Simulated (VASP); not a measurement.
# Si6C in VASP: further runs

Si6C is run at these levels: PBE; tasks: single point.

All numbers are computed with VASP 6.6.1; they aren't measurements. Logs are shortened: lines on timing, memory, paths and dates and some standing lists are left out, and cuts for length are marked.

### 1 The cell of the first run

The cell holds a slab with vacuum, 7 atoms: a = 3.868 Å, b = 5.470 Å, c = 19.224 Å, α = 90.00°, β = 90.00°, γ = 90.00°.

### 2 Single point, PBE, collinear spin

Contents of INCAR:

```
SYSTEM = Si6C
PREC = Accurate ; ENCUT = 520
EDIFF = 1E-7 ; ISMEAR = 0
SIGMA = 0.05 ; LREAL = .FALSE.
LASPH = .TRUE. ; NELM = 150
ALGO = Normal ; ISIF = 2
LWAVE = .FALSE. ; LCHARG = .FALSE.
ISPIN = 2 ; MAGMOM = 0 0 0 0 0 0 2
LORBIT = 11 ; LDIPOL = .TRUE.
IDIPOL = 3 ; DIPOL = 0.5 0.5 0.319
GGA = PE ; NBANDS = 27
```

Contents of KPOINTS:

```
regular mesh
0
G
  7 5 1
  0 0 0
```

Contents of POSCAR:

```
Si6C
1.0
    3.8675355695      0.0000000000      0.0000000000
    0.0000000000      5.4695212554      0.0000000000
    0.0000000000      0.0000000000     19.2238421873
Si C
6 1
Direct
    0.5000000000      0.0000000000      0.2080749499
    0.0000000000      0.2500000000      0.2080749499
    0.0000000000      0.5024402184      0.3062861000
    0.5000000000      0.7475597816      0.3062861000
    0.5000000000      0.0098635014      0.4017845190
    0.0000000000      0.2401364986      0.4017845190
    0.5000000000      0.6765301681      0.4025013061
```

Potentials or basis: VASP PAW PBE potentials, release 64 (Si, C).

On the command line:

```sh
$ cat potpaw_PBE.64/Si/POTCAR potpaw_PBE.64/C/POTCAR > POTCAR
$ mpirun -np 1 vasp_std > vasp.out
```

OUTCAR:

```text
SYSTEM = Si6C
   PREC = Accurate
   ENCUT = 520
   EDIFF = 1E-7
   ISMEAR = 0
   LREAL = .FALSE.
   LASPH = .TRUE.
   NELM = 150
   ISIF = 2
   ISPIN = 2
   LORBIT = 11
   GGA = PE

 ion  position               nearest neighbor table
   1  0.500  0.000  0.208-   4 2.34   2 2.37   2 2.37
   2  0.000  0.250  0.208-   3 2.34   1 2.37   1 2.37
   3  0.000  0.502  0.306-   6 2.33   2 2.34   4 2.35   4 2.35
   4  0.500  0.748  0.306-   7 1.89   5 2.33   1 2.34   3 2.35   3 2.35
   5  0.500  0.010  0.402-   7 1.82   6 2.31   6 2.31   4 2.33
   6  0.000  0.240  0.402-   5 2.31   5 2.31   3 2.33
   7  0.500  0.677  0.403-   5 1.82   4 1.89

  LATTYP: Found a simple orthorhombic cell.
 ALAT       =     3.8675355695
 B/A-ratio  =     1.4142135624
 C/A-ratio  =     4.9705663573

  Lattice vectors:

 A1 = (   3.8675355695,   0.0000000000,   0.0000000000)
 A2 = (   0.0000000000,   5.4695212554,   0.0000000000)
 A3 = (   0.0000000000,   0.0000000000,  19.2238421873)

Analysis of symmetry for initial positions (statically):
=====================================================================
 Subroutine PRICEL returns:
 Original cell was already a primitive cell.

 Routine SETGRP: Setting up the symmetry group for a
 simple orthorhombic supercell.

 Subroutine GETGRP returns: Found  2 space group operations
 (whereof  2 operations were pure point group operations)
 out of a pool of  8 trial point group operations.

The static configuration has the point symmetry C_1h.

Analysis of symmetry for dynamics (positions and initial velocities):
=====================================================================
 Subroutine PRICEL returns:
 Original cell was already a primitive cell.

 Routine SETGRP: Setting up the symmetry group for a
 simple orthorhombic supercell.

 Subroutine GETGRP returns: Found  2 space group operations
 (whereof  2 operations were pure point group operations)
 out of a pool of  8 trial point group operations.

The dynamic configuration has the point symmetry C_1h.

Analysis of structural, dynamic, and magnetic symmetry:
=====================================================================
 Subroutine PRICEL returns:
 Original cell was already a primitive cell.

 Routine SETGRP: Setting up the symmetry group for a
 simple orthorhombic supercell.

 Subroutine GETGRP returns: Found  2 space group operations
[... 145 lines left out ...]
 Free energy of the ion-electron system (eV)
  ---------------------------------------------------
  ext. energy  EPLUGINS =         0.00000000
  ---------------------------------------------------
  free energy    TOTEN  =       -34.16165910 eV

  energy without entropy =      -34.15736263  energy(sigma->0) =      -34.15951086

 E-fermi :  -1.5194     XC(G=0):  -3.7910

 val. band max:       -1.5384352977   @ k =   0.1429   0.2000   0.0000
 cond. band min:      -1.5087623513   @ k =   0.0000   0.0000   0.0000
 fundamental gap:      0.0296729463
 Fermi energy:        -1.5194206684

 spin component 1

 k-point     1 :       0.0000    0.0000    0.0000
  band No.  band energies     occupation
      1     -14.7106      1.00000
      2     -11.7709      1.00000
      3     -10.4805      1.00000
      4      -9.7532      1.00000
      5      -8.1450      1.00000
      6      -6.5149      1.00000
[... 337 lines left out ...]
     25       4.4443      0.00000
     26       4.8213      0.00000
 Fermi energy:        -1.5194206684

 spin component 2

 k-point     1 :       0.0000    0.0000    0.0000
  band No.  band energies     occupation
      1     -14.6800      1.00000
      2     -11.7283      1.00000
      3     -10.4537      1.00000
      4      -9.7087      1.00000
      5      -8.1259      1.00000
      6      -6.4535      1.00000
[... 337 lines left out ...]
     25       4.4847      0.00000
     26       4.8589      0.00000
 [bands above 26 left out]

------------------------ aborting loop because EDIFF is reached ----------------------------------------

 vacuum level on the upper side and lower side of the slab       (xc-potential included)        -0.053        -0.079

  FORCE on cell =-STRESS in cart. coord.  units (eV):
  Direction    XX          YY          ZZ          XY          YZ          ZX
  --------------------------------------------------------------------------------------
  -------------------------------------------------------------------------------------
  Total       -0.6742863      0.7301892      2.5300749      0.0000000      2.1874416      0.0000000
  in kB       -2.6566302      2.8768827      9.9682780      0.0000000      8.6183320      0.0000000
  external PRESSURE =       3.3961768 kB  Pullay stress =       0.0000000 kB

 VOLUME and BASIS-vectors are now :
 -----------------------------------------------------------------------------
  energy-cutoff  :      520.00
  volume of cell :      406.65
      direct lattice vectors                 reciprocal lattice vectors
     3.867535570  0.000000000  0.000000000     0.258562586  0.000000000  0.000000000
     0.000000000  5.469521255  0.000000000     0.000000000  0.182831358  0.000000000
     0.000000000  0.000000000 19.223842187     0.000000000  0.000000000  0.052018737

 POSITION                                       TOTAL-FORCE (eV/Angst)
 -----------------------------------------------------------------------------------
      1.93377      0.00000      4.00000         0.000000      0.675165     -0.050318
      0.00000      1.36738      4.00000         0.000000     -0.706705     -0.084949
      0.00000      2.74811      5.88800         0.000000     -0.021429     -0.307400
      1.93377      4.08879      5.88800         0.000000     -1.105457     -0.804936
      1.93377      0.05395      7.72384         0.000000      0.242721      0.952292
      0.00000      1.31343      7.72384         0.000000      0.847035      0.283921
      1.93377      3.70030      7.73762         0.000000      0.068669      0.011390
 -----------------------------------------------------------------------------------
    total drift:                                0.000000     -0.000036     -0.000006

  FREE ENERGIE OF THE ION-ELECTRON SYSTEM (eV)
  ---------------------------------------------------
  free  energy   TOTEN  =       -34.1616590961 eV

  energy  without entropy=      -34.1573626251  energy(sigma->0) =      -34.15951086

 vacuum level on the upper side and lower side of the slab         3.281         3.245

 total charge

# of ion       s       p       d       tot
------------------------------------------
    1        0.812   0.820   0.000   1.632
    2        0.815   0.813   0.000   1.628
    3        0.796   0.862   0.000   1.658
    4        0.753   0.943   0.000   1.695
    5        0.771   0.937   0.000   1.708
    6        0.806   0.838   0.000   1.643
    7        0.949   1.307   0.000   2.256
--------------------------------------------------
tot          5.701   6.519   0.000  12.220

 magnetization (x)

# of ion       s       p       d       tot
------------------------------------------
    1        0.012   0.055   0.000   0.067
    2       -0.002  -0.008   0.000  -0.010
    3       -0.001   0.015   0.000   0.014
    4        0.001   0.004   0.000   0.005
    5        0.001   0.003   0.000   0.004
    6        0.004   0.013   0.000   0.017
    7        0.003   0.013   0.000   0.016
--------------------------------------------------
tot          0.018   0.094   0.000   0.112
```

OSZICAR:

```text
N       E                     dE             d eps       ncg     rms          rms(c)
DAV:   1     0.130571011840E+03    0.13057E+03   -0.87160E+03  1296   0.740E+02
DAV:   2    -0.196079684324E+02   -0.15018E+03   -0.14344E+03  1915   0.141E+02
DAV:   3    -0.349866109702E+02   -0.15379E+02   -0.14915E+02  1650   0.426E+01
[... 28 lines left out ...]
DAV:  32    -0.341616581534E+02   -0.43364E-06   -0.24888E-08  1228   0.408E-04    0.110E-04
DAV:  33    -0.341616586513E+02   -0.49793E-06   -0.23479E-08  1210   0.361E-04    0.685E-05
DAV:  34    -0.341616589427E+02   -0.29134E-06   -0.17316E-08  1224   0.291E-04    0.332E-05
DAV:  35    -0.341616590683E+02   -0.12559E-06   -0.79772E-09  1233   0.218E-04    0.176E-05
DAV:  36    -0.341616590961E+02   -0.27801E-07   -0.20785E-09  1255   0.142E-04
   1 F= -.34161659E+02 E0= -.34159511E+02  d E =-.429647E-02  mag=     0.2795
```

Wall time 4.9 min (1 thread of AMD EPYC 9R45 (Zen 5), shared host); peak memory 0.66 GiB.

Results:

- Free energy: -34.1617 eV
- Largest force: 1.367 eV/Å
- Net moment: 0.28 μB per cell
- Site moments: Si +0.07, -0.01, +0.01, +0.00, +0.02 (each value once); C +0.02 μB
- Valence electrons inside the program's atomic spheres: Si 1.63, 1.66, 1.70, 1.71, 1.64 (each value once); C 2.26

Forces on the atoms (eV/Å):
```
Si   0.000  0.675 -0.050
Si   0.000 -0.707 -0.085
Si   0.000 -0.021 -0.307
Si   0.000 -1.105 -0.805
Si   0.000  0.243  0.952
Si   0.000  0.847  0.284
C    0.000  0.069  0.011
```

### 3 Single point, PBE, collinear spin

Contents of INCAR:

```
SYSTEM = Si6C
PREC     = Accurate       ! precision mode
ENCUT    = 520            ! plane-wave cutoff, eV
EDIFF    = 1E-6           ! SCF threshold, eV
ISMEAR   = 0              ! smearing method
SIGMA    = 0.05           ! smearing width, eV
LREAL    = .False.        ! projectors in reciprocal space
LASPH    = .True.         ! aspherical terms in the spheres
NELM     = 150            ! most SCF steps
ALGO     = Normal         ! electronic algorithm
ISIF     = 2              ! what is computed and relaxed
LWAVE    = .False.        ! write WAVECAR
LCHARG   = .False.        ! write CHGCAR
ISPIN    = 2              ! spin polarisation
MAGMOM   = 0 0 0 0 0 0 2  ! initial moments
LORBIT   = 11             ! projections on sites
LDIPOL   = .True.       
IDIPOL   = 3            
DIPOL    = 0.5 0.5 0.330
GGA      = PE             ! functional
NBANDS   = 27             ! bands
```

Contents of KPOINTS:

```
regular mesh
0
Gamma
  7 5 1
  0 0 0
```

Changes to POSCAR since step 2:

```diff
@@ -14,2 +14,2 @@
     0.0000000000      0.2401364986      0.4017845190
-    0.5000000000      0.6765301681      0.4025013061
+    0.5000000000      0.1765301681      0.4793951010
```

Potentials or basis: VASP PAW PBE potentials, release 64 (Si, C).

On the command line:

```sh
$ cat potpaw_PBE.64/Si/POTCAR potpaw_PBE.64/C/POTCAR > POTCAR
$ mpirun -np 1 vasp_std > vasp.out
```

OUTCAR:

```text
SYSTEM = Si6C
   PREC = Accurate
   ENCUT = 520
   EDIFF = 1E-6
   ISMEAR = 0
   LREAL = .False.
   LASPH = .True.
   NELM = 150
   ISIF = 2
   ISPIN = 2
   LORBIT = 11
   GGA = PE

 ion  position               nearest neighbor table
   1  0.500  0.000  0.208-   4 2.34   2 2.37   2 2.37
   2  0.000  0.250  0.208-   3 2.34   1 2.37   1 2.37
   3  0.000  0.502  0.306-   6 2.33   2 2.34   4 2.35   4 2.35
   4  0.500  0.748  0.306-   5 2.33   1 2.34   3 2.35   3 2.35
   5  0.500  0.010  0.402-   7 1.75   6 2.31   6 2.31   4 2.33
   6  0.000  0.240  0.402-   5 2.31   5 2.31   3 2.33   7 2.47   7 2.47
   7  0.500  0.177  0.479-   5 1.75   6 2.47   6 2.47

  LATTYP: Found a simple orthorhombic cell.
 ALAT       =     3.8675355695
 B/A-ratio  =     1.4142135624
 C/A-ratio  =     4.9705663573

  Lattice vectors:

 A1 = (   3.8675355695,   0.0000000000,   0.0000000000)
 A2 = (   0.0000000000,   5.4695212554,   0.0000000000)
 A3 = (   0.0000000000,   0.0000000000,  19.2238421873)

Analysis of symmetry for initial positions (statically):
=====================================================================
[... 907 lines left out ...]
  external PRESSURE =       0.4760542 kB  Pullay stress =       0.0000000 kB

 VOLUME and BASIS-vectors are now :
 -----------------------------------------------------------------------------
  energy-cutoff  :      520.00
  volume of cell :      406.65
      direct lattice vectors                 reciprocal lattice vectors
     3.867535570  0.000000000  0.000000000     0.258562586  0.000000000  0.000000000
     0.000000000  5.469521255  0.000000000     0.000000000  0.182831358  0.000000000
     0.000000000  0.000000000 19.223842187     0.000000000  0.000000000  0.052018737

 POSITION                                       TOTAL-FORCE (eV/Angst)
 -----------------------------------------------------------------------------------
      1.93377      0.00000      4.00000         0.000000      0.706069     -0.067189
      0.00000      1.36738      4.00000         0.000000     -0.785324      0.212511
      0.00000      2.74811      5.88800         0.000000      0.374689      0.065382
      1.93377      4.08879      5.88800         0.000000     -0.377561     -0.342157
      1.93377      0.05395      7.72384         0.000000     -2.207803     -1.283766
      0.00000      1.31343      7.72384         0.000000      0.782405      1.393026
      1.93377      0.96554      9.21582         0.000000      1.507524      0.022192
 -----------------------------------------------------------------------------------
    total drift:                                0.000000     -0.000033      0.000029

  FREE ENERGIE OF THE ION-ELECTRON SYSTEM (eV)
  ---------------------------------------------------
  free  energy   TOTEN  =       -33.4798189076 eV

  energy  without entropy=      -33.4762330863  energy(sigma->0) =      -33.47802600

 vacuum level on the upper side and lower side of the slab         4.088         2.617

 total charge

# of ion       s       p       d       tot
------------------------------------------
    1        0.796   0.840   0.000   1.636
    2        0.795   0.832   0.000   1.626
    3        0.763   0.912   0.000   1.675
    4        0.772   0.901   0.000   1.672
    5        0.793   0.962   0.000   1.755
    6        0.778   0.832   0.000   1.610
    7        0.999   1.181   0.000   2.180
--------------------------------------------------
tot          5.696   6.458   0.000  12.155

 magnetization (x)

# of ion       s       p       d       tot
------------------------------------------
    1        0.001   0.006   0.000   0.007
    2        0.024   0.125   0.000   0.149
    3        0.003   0.007   0.000   0.009
    4        0.002   0.011   0.000   0.013
    5       -0.000  -0.007   0.000  -0.007
    6        0.003  -0.005   0.000  -0.001
    7       -0.000   0.016   0.000   0.016
--------------------------------------------------
tot          0.033   0.153   0.000   0.186
```

OSZICAR:

```text
N       E                     dE             d eps       ncg     rms          rms(c)
DAV:   1     0.125528033507E+03    0.12553E+03   -0.86960E+03  1296   0.740E+02
DAV:   2    -0.194473385719E+02   -0.14498E+03   -0.13916E+03  1889   0.140E+02
DAV:   3    -0.338834260337E+02   -0.14436E+02   -0.13859E+02  1652   0.410E+01
[... 23 lines left out ...]
DAV:  27    -0.334798043148E+02   -0.41069E-04   -0.15088E-05  1698   0.927E-03    0.204E-03
DAV:  28    -0.334798074651E+02   -0.31503E-05   -0.25988E-06  1480   0.442E-03    0.101E-03
DAV:  29    -0.334798133661E+02   -0.59010E-05   -0.60095E-07  1322   0.224E-03    0.667E-04
DAV:  30    -0.334798179239E+02   -0.45578E-05   -0.24305E-07  1181   0.148E-03    0.417E-04
DAV:  31    -0.334798189076E+02   -0.98375E-06   -0.14776E-07  1262   0.116E-03
   1 F= -.33479819E+02 E0= -.33478026E+02  d E =-.358582E-02  mag=     0.5277
```

stdout:

```text
POSCAR found type information on POSCAR SiC
 POSCAR found :  2 types and       7 ions
 scaLAPACK will be used
 LDA part: xc-table for (Slater+PW92), standard interpolation
 POSCAR, INCAR and KPOINTS ok, starting setup
 FFT: planning ... GRIDC
 FFT: planning ... GRID_SOFT
 FFT: planning ... GRID
 WAVECAR not read
 entering main loop
```

Wall time 4.5 min (1 thread of AMD EPYC 9R45 (Zen 5), shared host); peak memory 0.64 GiB.

Results:

```yaml
Free_energy: -33.4798 eV
Largest_force: 2.554 eV/Å
Net_moment: 0.53 μB per cell
Site_moments: Si +0.01, +0.15, -0.01, -0.00 (each value once); C +0.02 μB
Valence_electrons_inside_the_program's_atomic_spheres: Si 1.64, 1.63, 1.68, 1.67, 1.75, 1.61; C 2.18
```

Forces in eV/Å, atoms in the order of the input:
```
Si   0.000  0.706 -0.067
Si   0.000 -0.785  0.213
Si   0.000  0.375  0.065
Si   0.000 -0.378 -0.342
Si   0.000 -2.208 -1.284
Si   0.000  0.782  1.393
C    0.000  1.508  0.022
```

Caveat: a moment this small can come from the mesh or the smearing.

### 4 Single point, PBE, collinear spin

Contents of INCAR:

```
PREC = Accurate
ENCUT = 520
EDIFF = 1E-7
ISMEAR = 0
SIGMA = 0.05
LREAL = False
LASPH = True
NELM = 150
ALGO = Fast
ISIF = 2
LWAVE = False
LCHARG = True
ISPIN = 2
MAGMOM = 0 0 0 0 0 0 2
LORBIT = 11
LDIPOL = True
IDIPOL = 3
DIPOL = 0.5 0.5 0.333
GGA = PE
LELF = True
LVHAR = True
LVACPOTAV = True
NBANDS = 27
```

Contents of KPOINTS:

```
regular mesh
0
Gamma
  7 5 1
```

Changes to POSCAR since step 3:

```diff
@@ -14,2 +14,2 @@
     0.0000000000      0.2401364986      0.4017845190
-    0.5000000000      0.1765301681      0.4793951010
+    0.5000000000      0.0098635014      0.4976838017
```

On the command line:

```sh
$ cat potpaw_PBE.64/Si/POTCAR potpaw_PBE.64/C/POTCAR > POTCAR
$ mpirun -np 1 vasp_std > vasp.out
```

Wall time 19 min (1 thread of Oxide Virtual Turin-like, shared host); peak memory 0.63 GiB.

The run converged. Its results:

| Item | Value |
| --- | --- |
| Free energy | -32.6386 eV |
| Largest force | 0.759 eV/Å |
| Net moment | 0.68 μB per cell |
| Site moments | Si -0.12, +0.11, -0.01, +0.03, -0.02 (each value once); C +0.33 μB |
| Valence electrons inside the program's atomic spheres | Si 1.63, 1.67, 1.68, 1.74, 1.64 (each value once); C 2.11 |

Forces in eV/Å, atoms in the order of the input:
```
Si   0.000  0.574  0.052
Si   0.000 -0.750  0.115
Si   0.000  0.235  0.157
Si   0.000 -0.417 -0.631
Si   0.000 -0.310  0.050
Si   0.000  0.341  0.211
C    0.000  0.328  0.047
```

Levels at points of the mesh, in eV from the Fermi level:
Spin up:
```csv
k point,band 11,band 12,band 13,band 14,band 15,band 16,band 17,band 18
"(0.00, 0.00, 0.00)",-1.37,-0.85,-0.49,-0.07,0.33,0.98,1.07,1.31
```
Spin down:
| k point | band 10 | band 11 | band 12 | band 13 | band 14 | band 15 | band 16 | band 17 | band 18 | band 19 |
| --- | --- | --- | --- | --- | --- | --- | --- | --- | --- | --- |
| (0.00, 0.00, 0.00) | -1.62 | -1.27 | -0.61 | -0.45 | 0.11 | 0.70 | 1.03 | 1.48 | 1.81 | 2.65 |

Caveat: a moment this small can come from the mesh or the smearing.

### 5 Summary

```csv
cell,gap on the mesh (eV),moment (μB),largest force (eV/Å)
"as given, atomic positions A",none,0.28,1.37
"as given, atomic positions B",none,0.53,2.55
"as given, atomic positions C",none,0.68,0.76
```

Alike in all rows: task single point; level PBE; potentials or basis VASP PAW PBE potentials, release 64 (Si, C); spin collinear; k mesh 7 × 5 × 1; cutoff (eV) 520; smearing gaussian 0.05 eV.

Caveats: a moment this small can come from the mesh or the smearing (at least some runs).

Total energies depend on the potentials used, so only differences within one code and one set of settings carry meaning.

The gap in the log of VASP goes by the Fermi energy; the results here count the filled bands.